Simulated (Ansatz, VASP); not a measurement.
**One calculation of Yb, two programs**

File INCAR:

```
PREC     = Accurate       # precision mode
ENCUT    = 520            # plane-wave cutoff, eV
EDIFF    = 1E-6           # SCF threshold, eV
ISMEAR   = -1             # smearing method
SIGMA    = 0.05           # smearing width, eV
LREAL    = False          # projectors in reciprocal space
LASPH    = True           # aspherical terms in the spheres
NELM     = 80             # most SCF steps
ALGO     = Normal         # electronic algorithm
ISIF     = 2              # what is computed and relaxed
LWAVE    = False          # write WAVECAR
LCHARG   = False          # write CHGCAR
GGA      = PE             # functional
NBANDS   = 18             # bands
```

The input KPOINTS:

```
Automatic mesh
0
Gamma
  10 10 10
```

The input POSCAR:

```
Yb
1.0
    3.4099918681      0.0000000000      0.0000000000
    0.0000000000      3.4099918681      0.0000000000
    0.0000000000      0.0000000000      3.4099918681
Yb
1
Direct
    0.0000000000      0.0000000000      0.0000000000
```

Input for Ansatz:

```yaml
crystal:
  lattice:
    - [3.4099918681, 0.0, 0.0]
    - [0.0, 3.4099918681, 0.0]
    - [0.0, 0.0, 3.4099918681]
  atoms:
    - { symbol: Yb, position: [0.0, 0.0, 0.0] }
kpoints:
  mp_grid: { grid: [10, 10, 10] }
scf:
  occupations: { method: fermi_dirac, width: 0.05 }
hamiltonian:
  xc: pbe
  pseudopotentials: { kind: all_electron, lapw: { basis_error: 0.00025 } }
output:
  forces: true
  stress: true
  eigenvalues: true
```

Change from the starting cell: volume scaled by 1.02.

Alike in both runs: task single point; functional PBE; k mesh 10 × 10 × 10; occupations fermi-dirac, width 0.05 eV; no spin polarisation.

```csv
,VASP,Ansatz
version,VASP 6.6.1,Ansatz 0.2.0
potentials or method,"VASP PAW PBE potentials, release 64 (Yb), cutoff 520 eV","all-electron LAPW, scalar-relativistic"
```

Ansatz gave:

```
pressure (GPa) : -0.2
```

What did VASP give for the same quantities?

Pressure (GPa): -0.1.

Ansatz ran all-electron here, and VASP with PAW potentials.

Neither program's run includes spin-orbit coupling.
